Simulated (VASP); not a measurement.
Here is a VASP 6.6.1 calculation.

Contents of INCAR:

```
SYSTEM = GaAs
ALGO = Normal ; EDIFF = 1E-6
ENCUT = 500 ; GGA = PE
GGA_COMPAT = .False. ; ISIF = 2
ISMEAR = 0 ; LASPH = .True.
LCHARG = .True. ; LELF = .True.
LREAL = .False. ; LVHAR = .True.
LWAVE = .False. ; NBANDS = 16
NELM = 120 ; PREC = Accurate
SIGMA = 0.01
```

Contents of KPOINTS:

```
k-points
0
Gamma
  4 4 4
  0 0 0
```

File POSCAR:

```
GaAs
1.0
    0.0000000000      2.8330831910      2.8330831910
    2.7798212270      0.0000000000      2.8330831910
    2.7798212270      2.8330831910      0.0000000000
Ga As
1 1
Direct
    0.0000000000      0.0000000000      0.0000000000
    0.2500000000      0.2500000000      0.2500000000
```

Potentials or basis: VASP PAW PBE potentials, release 64 (Ga_d, As).

The run is started by

```bash
$ cat potpaw_PBE.64/Ga_d/POTCAR potpaw_PBE.64/As/POTCAR > POTCAR
$ mpirun -np 1 vasp_std > vasp.out
```

What does it give for the band gap on the k mesh?

0.53 eV, direct.

Predict the pressure.

4.7 GPa.

Stress tensor (GPa, compression positive):
```
5.42 0.00 0.00
0.00 4.31 0.00
0.00 0.00 4.31
```

Caveat: the k points lie up to 0.48 Å⁻¹ apart; the cell differs from its parent crystal (uniaxial x strain -1.9%). A k mesh can miss the band edges.
